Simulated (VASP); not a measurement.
Set up this calculation in VASP 6.6.1, as the native input.

| Property | Result |
| --- | --- |
| Task | single point |
| Functional | PBE |
| Potentials or basis | VASP PAW PBE potentials, release 64 (Cd, Se) |
| Cutoff | 500 eV |
| k mesh | 9 × 9 × 4 |
| Occupations | gaussian, width 0.02 eV |
| Spin | no spin polarisation |
| Dipole correction | no |
| Further INCAR settings | ALGO = Normal; EDIFF = 1e-06; NBANDS = 26 |

The structure of CdSe lies in POSCAR:

```
CdSe
1.0
    4.3548102631      0.0779747884     -0.0309921844
   -2.1098769839      3.7574048623     -0.0354292143
   -0.0505795920     -0.0959679360      6.9202141920
Cd Se
2 2
Direct
    0.6654120068      0.3291722744     -0.0052243699
    0.3354146060      0.6663067042      0.4984562094
    0.6688529787      0.3353749116      0.3771054282
    0.3303204085      0.6691461098      0.8796641578
```

This cell differs from its parent crystal: atoms moved at random and the cell strained at random.

The input as run:

INCAR

```
  PREC = Accurate
  ENCUT = 500
  EDIFF = 1E-6
  ISMEAR = 0
  SIGMA = 0.02
  LREAL = False
  LASPH = True
  NELM = 120
  ALGO = Normal
  ISIF = 2
  LWAVE = False
  LCHARG = False
  GGA = PE
  NBANDS = 26
  GGA_COMPAT = False
```

KPOINTS

```
Automatic mesh
0
Gamma
  9 9 4
```

Potentials or basis: VASP PAW PBE potentials, release 64 (Cd, Se).

Command:

```sh
$ cat potpaw_PBE.64/Cd/POTCAR potpaw_PBE.64/Se/POTCAR > POTCAR
$ mpirun -np 1 vasp_std > vasp.out
```

It gave:

```yaml
Pressure: 2.3 GPa
Largest_force: 0.279 eV/Å
Band_gap_on_the_k_mesh: 0.59 eV
```

Caveat: the cell differs from its parent crystal (atoms moved at random and the cell strained at random).

Run time: 15 min on 1 thread of Intel Xeon 8259CL (shared host), peak memory 0.5 GiB.
